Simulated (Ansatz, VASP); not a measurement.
# Two plane-wave programs on C

```
C
1.0
     0.00000    1.78015    1.78015
     1.78015    0.00000    1.78015
     1.78015    1.78015    0.00000
C
2
Direct
  0.00000 0.00000 0.00000
  0.25000 0.25000 0.25000
```

Alike in both runs: functional r2SCAN; k mesh 12 × 12 × 12; occupations gaussian, width 0.02 eV; no spin polarisation.

Ansatz relaxed the structure, and its values are those at the end. VASP's run is a single point on that final structure, the one shown.

|  | VASP | Ansatz |
| --- | --- | --- |
| version | VASP 6.6.1 | Ansatz 0.2.0 |
| potentials or method | VASP PAW PBE potentials, release 64 (C), cutoff 660 eV | scalar-relativistic, plane waves, PAW |
| valence electrons in the cell | 8 | 8 |

|  | VASP | Ansatz | Ansatz less VASP |
| --- | --- | --- | --- |
| gap on the k mesh at the Fermi level (eV) | 4.36 | 4.39 | +0.029 |
| least direct gap on the mesh (eV) | 5.85 | 5.90 | +0.045 |
| pressure (GPa) | 0.1 | 0.0 | -0.13 |

VASP's potentials were made for PBE, not for r2SCAN.
